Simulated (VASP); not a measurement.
# Li (P6_3/mmc) in VASP: a series of runs

The runs below take Li through single point, with RPBE.

Program: VASP 6.6.1. These are calculated values, not measurements. Logs are shortened: lines on timing, memory, paths and dates and some standing lists are left out, and cuts for length are marked.

## 1. The cell of the first run

Symmetry: P6_3/mmc, No. 194, hexagonal system. Conventional cell: a = 2.972 Å, b = 2.972 Å, c = 4.848 Å, α = 90.00°, β = 90.00°, γ = 120.00°. Li (site symmetry -6m2) has 12 Li at 2.97 Å within 3.9 Å.

## 2. Single point, RPBE (volume scaled by 0.88)

File INCAR:

```
SYSTEM = Li
PREC     = Accurate       ! precision mode
ENCUT    = 520            ! plane-wave cutoff, eV
EDIFF    = 1E-7           ! SCF threshold, eV
ISMEAR   = -1             ! smearing method
SIGMA    = 0.1            ! smearing width, eV
LREAL    = .False.        ! projectors in reciprocal space
LASPH    = .True.         ! aspherical terms in the spheres
NELM     = 80             ! most SCF steps
ALGO     = Normal         ! electronic algorithm
ISIF     = 2              ! what is computed and relaxed
LWAVE    = .False.        ! write WAVECAR
LCHARG   = .False.        ! write CHGCAR
GGA      = RP             ! functional
NBANDS   = 10             ! bands
```

File KPOINTS:

```
Automatic mesh
0
Gamma
  13 13 7
  0 0 0
```

File POSCAR:

```
Li
1.0
    2.9716331989      0.0000000000      0.0000000000
   -1.4858165994      2.5735098410      0.0000000000
    0.0000000000      0.0000000000      4.8478922113
Li
2
Direct
    0.3333333333      0.6666666667      0.2500000000
    0.6666666667      0.3333333333      0.7500000000
```

Potentials or basis: VASP PAW PBE potentials, release 64 (Li_sv).

Command:

```bash
$ cat potpaw_PBE.64/Li_sv/POTCAR > POTCAR
$ mpirun -np 1 vasp_std > vasp.out
```

OUTCAR:

```text
SYSTEM = Li
   PREC = Accurate
   ENCUT = 520
   EDIFF = 1E-7
   ISMEAR = -1
   LREAL = .False.
   LASPH = .True.
   NELM = 80
   ISIF = 2
   GGA = RP

 ion  position               nearest neighbor table
   1  0.333  0.667  0.250-
   2  0.667  0.333  0.750-

  LATTYP: Found a hexagonal cell.
 ALAT       =     2.9716331989
 C/A-ratio  =     1.6313898408

  Lattice vectors:

 A1 = (   2.9716331989,   0.0000000000,   0.0000000000)
 A2 = (  -1.4858165994,   2.5735098410,   0.0000000000)
 A3 = (   0.0000000000,   0.0000000000,   4.8478922113)

Analysis of symmetry for initial positions (statically):
=====================================================================
 Subroutine PRICEL returns:
 Original cell was already a primitive cell.

 Routine SETGRP: Setting up the symmetry group for a
 hexagonal supercell.

 Subroutine GETGRP returns: Found 24 space group operations
 (whereof 12 operations were pure point group operations)
 out of a pool of 24 trial point group operations.

The static configuration has the point symmetry D_3d.
 The point group associated with its full space group is D_6h.

Analysis of symmetry for dynamics (positions and initial velocities):
=====================================================================
 Subroutine PRICEL returns:
 Original cell was already a primitive cell.

 Routine SETGRP: Setting up the symmetry group for a
 hexagonal supercell.

 Subroutine GETGRP returns: Found 24 space group operations
 (whereof 12 operations were pure point group operations)
 out of a pool of 24 trial point group operations.

The dynamic configuration has the point symmetry D_3d.
 The point group associated with its full space group is D_6h.

 Subroutine INISYM returns: Found 24 space group operations
 (whereof 12 operations are pure point group operations),
 and found     1 'primitive' translations

----------------------------------------------------------------------------------------

                                     Primitive cell

  volume of cell :      37.0744

  direct lattice vectors                    reciprocal lattice vectors
     2.971633199  0.000000000  0.000000000     0.336515287  0.194287192  0.000000000
    -1.485816599  2.573509841  0.000000000     0.000000000  0.388574384  0.000000000
     0.000000000  0.000000000  4.847892211     0.000000000  0.000000000  0.206275213

  length of vectors
     2.971633199  2.971633199  4.847892211     0.388574384  0.388574384  0.206275213

  position of ions in fractional coordinates (direct lattice)
     0.333333333  0.666666667  0.250000000
     0.666666667  0.333333333  0.750000000

  ion indices of the primitive-cell ions
   primitive index   ion index
                 1           1
                 2           2

----------------------------------------------------------------------------------------

 KPOINTS: Automatic mesh

Automatic generation of k-mesh.
 Grid dimensions read from file:
 generate k-points for:   13   13    7

 Generating k-lattice:

  Cartesian coordinates                     Fractional coordinates (reciprocal lattice)
     0.025885791  0.014945169  0.000000000     0.076923077 -0.000000000  0.000000000
     0.000000000  0.029890337  0.000000000     0.000000000  0.076923077  0.000000000
     0.000000000  0.000000000  0.029467888     0.000000000  0.000000000  0.142857143

  Length of vectors
     0.029890337  0.029890337  0.029467888

  Shift w.r.t. Gamma in fractional coordinates (k-lattice)
     0.000000000  0.000000000  0.000000000

 Subroutine IBZKPT returns following result:
 ===========================================

 Found     84 irreducible k-points:

 Following reciprocal coordinates:
            Coordinates               Weight
  0.000000  0.000000  0.000000      1.000000
  0.076923  0.000000  0.000000      6.000000
  0.153846  0.000000  0.000000      6.000000
  0.230769  0.000000  0.000000      6.000000
  0.307692  0.000000  0.000000      6.000000
  0.384615  0.000000  0.000000      6.000000
[... 16 lines left out ...]
  0.076923  0.000000  0.142857     12.000000
  0.153846  0.000000  0.142857     12.000000
 [... further k-points ...]
   k-points           NKPTS =     84   k-points in BZ     NKDIM =     84   number of bands    NBANDS=     10
   number of dos      NEDOS =    301   number of ions     NIONS =      2
   total plane-waves  NPLWV =  20736
   dimension x,y,z NGX =    24 NGY =   24 NGZ =   36
   dimension x,y,z NGXF=    48 NGYF=   48 NGZF=   72
   ions per type =               2
   NGX,Y,Z   is equivalent  to a cutoff of  13.43, 13.43, 12.35 a.u.
   NGXF,Y,Z  is equivalent  to a cutoff of  26.85, 26.85, 24.69 a.u.
 SYSTEM =  Li
   PREC   = accura    normal or accurate (medium, high low for compatibility)
   ISTART =      0    job   : 0-new  1-cont  2-samecut
   ICHARG =      2    charge: 1-file 2-atom 10-const
   ISPIN  =      1    spin polarized calculation?
   LNONCOLLINEAR =      F non collinear calculations
   LSORBIT =      F    spin-orbit coupling
   LASPH  =      T    aspherical Exc in radial PAW
   ENCUT  =  520.0 eV  38.22 Ry    6.18 a.u.   5.53  5.53  9.01*2*pi/ulx,y,z
   NELM   =     80;   NELMIN=  2; NELMDL= -5     # of ELM steps
   EDIFF  = 0.1E-06   stopping-criterion for ELM
   LREAL  =      F    real-space projection
   EDIFFG = 0.1E-05   stopping-criterion for IOM
   NSW    =      0    number of steps for IOM
   IBRION =     -1    ionic relax: 0-MD 1-quasi-New 2-CG
   NFREE  =      0    steps in history (QN), initial steepest desc. (CG)
   ISIF   =      2    stress and relaxation
   ISYM   =      2    0-nonsym 1-usesym 2-fastsym
   POTIM  = 0.5000    time-step for ionic-motion
   TEBEG  =    0.0;   TEEND  =   0.0 temperature during run
   PSTRESS=    0.0 pullay stress
   NELECT =       6.0000    total number of electrons
   NUPDOWN=      -1.0000    fix difference up-down
   EMIN   =  10.00;   EMAX   =-10.00  energy-range for DOS
   EFERMI =   0.00;   METHOD = LEGACY
   ISMEAR =    -1;   SIGMA  =   0.10  broadening in eV -4-tet -1-fermi 0-gaus
   EFERMI_NEDOS =   21; number of points for ismear=-14 and -15
   IALGO  =     38    algorithm
   IMIX   =      4    mixing-type and parameters
     AMIX     =   0.40;   BMIX     =  1.00
     AMIX_MAG =   1.60;   BMIX_MAG =  1.00
  volume/ion in A,a.u.               =      18.54       125.10
  Fermi-wavevector in a.u.,A,eV,Ry     =   0.892142  1.685904 10.829110  0.795917
  Thomas-Fermi vector in A             =   2.014053
   LORBIT       =      0    0 simple, 1 ext, 2 COOP (PROOUT), +10 PAW based schemes
   GGA     = RP    functional components
   LHFCALC =     F    Hartree Fock is set to
   AEXX    =    0.0000 exact exchange contribution
   IVDW    =     0    specifies the selected vdW correction
   LEPSILON=     F    determine dielectric tensor
   LRPA    =     F    only Hartree local field effects (RPA)
 non-spin polarized calculation
  energy-cutoff  :      520.00
  volume of cell :       37.07
 maximum number of plane-waves:      1026
 NGX is ok and might be reduce to    24
   NGX = 11   NGY = 11   NGZ = 19

 number of electron       6.0000005 magnetization

 Free energy of the ion-electron system (eV)
  ---------------------------------------------------
  ext. energy  EPLUGINS =         0.00000000
  ---------------------------------------------------
  free energy    TOTEN  =        -3.60923515 eV

  energy without entropy =       -3.57567778  energy(sigma->0) =       -3.59245646

 E-fermi :   0.9474     XC(G=0):  -7.2251

 val. band max:        0.9361969324   @ k =   0.2308   0.0769   0.2857
 cond. band min:       0.9543243181   @ k =   0.3846   0.1538   0.0000
 fundamental gap:      0.0181273857
 Fermi energy:         0.9473642518

 k-point     1 :       0.0000    0.0000    0.0000
  band No.  band energies     occupation
      1     -45.6218      2.00000
      2     -45.5967      2.00000
      3      -2.7330      2.00000
      4       0.9066      1.20101
      5       4.1960      0.00000
      6      14.3856      0.00000
      7      14.3857      0.00000
      8      15.8543      0.00000
      9      15.8544      0.00000
     10      16.6550      0.00000

 k-point     2 :       0.0769    0.0000    0.0000
  band No.  band energies     occupation
      1     -45.6206      2.00000
      2     -45.5961      2.00000
      3      -2.6360      2.00000
      4       1.0388      0.57221
      5       4.2264      0.00000
      6      13.2525      0.00000
      7      13.6165      0.00000
      8      15.8417      0.00000
      9      16.3693      0.00000
     10      16.5348      0.00000

 k-point     3 :       0.1538    0.0000    0.0000
  band No.  band energies     occupation
      1     -45.6170      2.00000
      2     -45.5946      2.00000
      3      -2.3440      2.00000
      4       1.4350      0.01513
      5       4.3059      0.00000
      6      11.1926      0.00000
      7      12.5030      0.00000
      8      15.7647      0.00000
      9      15.7733      0.00000
     10      16.0710      0.00000

 k-point     4 :       0.2308    0.0000    0.0000
  band No.  band energies     occupation
      1     -45.6117      2.00000
      2     -45.5924      2.00000
      3      -1.8568      2.00000
      4       2.0940      0.00002
      5       4.3715      0.00000
      6       9.2223      0.00000
      7      11.5348      0.00000
      8      13.8338      0.00000
      9      13.9729      0.00000
     10      15.7933      0.00000

 k-point     5 :       0.3077    0.0000    0.0000
  band No.  band energies     occupation
      1     -45.6059      2.00000
      2     -45.5904      2.00000
      3      -1.1767      2.00000
      4       3.0123      0.00000
      5       4.1901      0.00000
      6       7.8119      0.00000
      7      10.7867      0.00000
      8      11.5636      0.00000
      9      12.1394      0.00000
     10      15.2950      0.00000

 k-point     6 :       0.3846    0.0000    0.0000
  band No.  band energies     occupation
      1     -45.6007      2.00000
      2     -45.5891      2.00000
      3      -0.3198      1.99999
      4       3.4188      0.00000
      5       4.1792      0.00000
      6       7.3802      0.00000
      7       9.4214      0.00000
      8      10.2811      0.00000
      9      10.6070      0.00000
     10      14.8617      0.00000
[... 183 lines left out ...]
 k-point    21 :       0.3077    0.3077    0.0000
  band No.  band energies     occupation
      1     -45.5922      2.00000
      2     -45.5898      2.00000
      3       1.8921      0.00016
      4       3.4819      0.00000
      5       3.6730      0.00000
      6       7.0219      0.00000
      7       7.6631      0.00000
      8       8.3861      0.00000
      9      10.0753      0.00000
     10      12.3665      0.00000

 k-point    22 :       0.0000    0.0000    0.1429
  band No.  band energies     occupation
      1     -45.6206      2.00000
      2     -45.5979      2.00000
      3      -2.6387      2.00000
      4       0.4357      1.98808
      5       4.9016      0.00000
      6      14.4840      0.00000
      7      14.4841      0.00000
      8      15.3340      0.00000
      9      15.8690      0.00000
     10      15.8690      0.00000

 k-point    23 :       0.0769    0.0000    0.1429
  band No.  band energies     occupation
      1     -45.6193      2.00000
      2     -45.5973      2.00000
      3      -2.5413      2.00000
      4       0.5554      1.96108
      5       4.9440      0.00000
      6      13.3413      0.00000
      7      13.7266      0.00000
      8      15.2133      0.00000
      9      16.0682      0.00000
     10      16.2473      0.00000

 k-point    24 :       0.1538    0.0000    0.1429
  band No.  band energies     occupation
      1     -45.6159      2.00000
      2     -45.5956      2.00000
      3      -2.2488      2.00000
      4       0.9111      1.17959
      5       5.0605      0.00000
      6      11.2790      0.00000
      7      12.6208      0.00000
      8      14.9135      0.00000
      9      15.2009      0.00000
     10      16.0361      0.00000

 [... further k-points ...]
[... 5 lines left out ...]
  --------------------------------------------------------------------------------------
  -------------------------------------------------------------------------------------
  Total        0.4413513      0.4413513      0.5019387      0.0000000      0.0000000      0.0000000
  in kB       19.0730891     19.0730891     21.6913834      0.0000000      0.0000000      0.0000000
  external PRESSURE =      19.9458539 kB  Pullay stress =       0.0000000 kB

 VOLUME and BASIS-vectors are now :
 -----------------------------------------------------------------------------
  energy-cutoff  :      520.00
  volume of cell :       37.07
      direct lattice vectors                 reciprocal lattice vectors
     2.971633199  0.000000000  0.000000000     0.336515287  0.194287192  0.000000000
    -1.485816599  2.573509841  0.000000000     0.000000000  0.388574384  0.000000000
     0.000000000  0.000000000  4.847892211     0.000000000  0.000000000  0.206275213

 POSITION                                       TOTAL-FORCE (eV/Angst)
 -----------------------------------------------------------------------------------
     -0.00000      1.71567      1.21197         0.000000      0.000000      0.000000
      1.48582      0.85784      3.63592        -0.000000     -0.000000      0.000000
 -----------------------------------------------------------------------------------
    total drift:                                0.000000     -0.000000      0.000000

  FREE ENERGIE OF THE ION-ELECTRON SYSTEM (eV)
  ---------------------------------------------------
  free  energy   TOTEN  =        -3.6092351464 eV

  energy  without entropy=       -3.5756777819  energy(sigma->0) =       -3.59245646
```

Wall time 13 s (1 thread of Intel Xeon 6975P-C, shared host); peak memory 0.16 GiB.

What came out:

```
Free energy            : -3.6092 eV
Band gap on the k mesh : zero (band 3 reaches 2.66 eV, above the bottom of band 4 at -1.23 eV)
```

Caveat: the cutoff is under 1.25 times the usual one of these potentials, so pressure, stress and relaxed cells hold a basis-set (Pulay) error; the PAW data sets were made with another functional, which shifts forces and pressure a little.

## 3. Single point, RPBE (volume scaled by 0.92)

File INCAR:

```
  PREC = Accurate
  ENCUT = 520
  EDIFF = 1E-7
  ISMEAR = -1
  SIGMA = 0.1
  LREAL = F
  LASPH = T
  NELM = 60
  ALGO = Normal
  ISIF = 2
  LWAVE = F
  LCHARG = F
  GGA = RP
  NBANDS = 10
```

File KPOINTS:

```
regular mesh
0
Gamma
  13 13 7
```

File POSCAR:

```
Li
1.0
    3.0159924731      0.0000000000      0.0000000000
   -1.5079962365      2.6119260993      0.0000000000
    0.0000000000      0.0000000000      4.9202594805
Li
2
Direct
    0.3333333333      0.6666666667      0.2500000000
    0.6666666667      0.3333333333      0.7500000000
```

Potentials or basis: VASP PAW PBE potentials, release 64 (Li_sv).

Command:

```bash
$ cat potpaw_PBE.64/Li_sv/POTCAR > POTCAR
$ mpirun -np 1 vasp_std > vasp.out
```

Run time: 15 s. Hardware: 1 thread of Intel Xeon 6975P-C, shared host; peak memory 0.16 GiB.

It converged, with:

| Quantity | Value |
| --- | --- |
| Free energy | -3.6270 eV |
| Band gap on the k mesh | zero (band 3 reaches 2.49 eV, above the bottom of band 4 at -1.33 eV) |

Levels at points of the mesh, in eV from the Fermi level:
```
           k point  band 1  band 2  band 3  band 4  band 5  band 6  band 7  band 8
(0.00, 0.00, 0.00)  -46.64  -46.62   -3.62   -0.02    3.09   13.02   13.02   14.46
```

Caveat: the cutoff is under 1.25 times the usual one of these potentials, so pressure, stress and relaxed cells hold a basis-set (Pulay) error; the PAW data sets were made with another functional, which shifts forces and pressure a little.
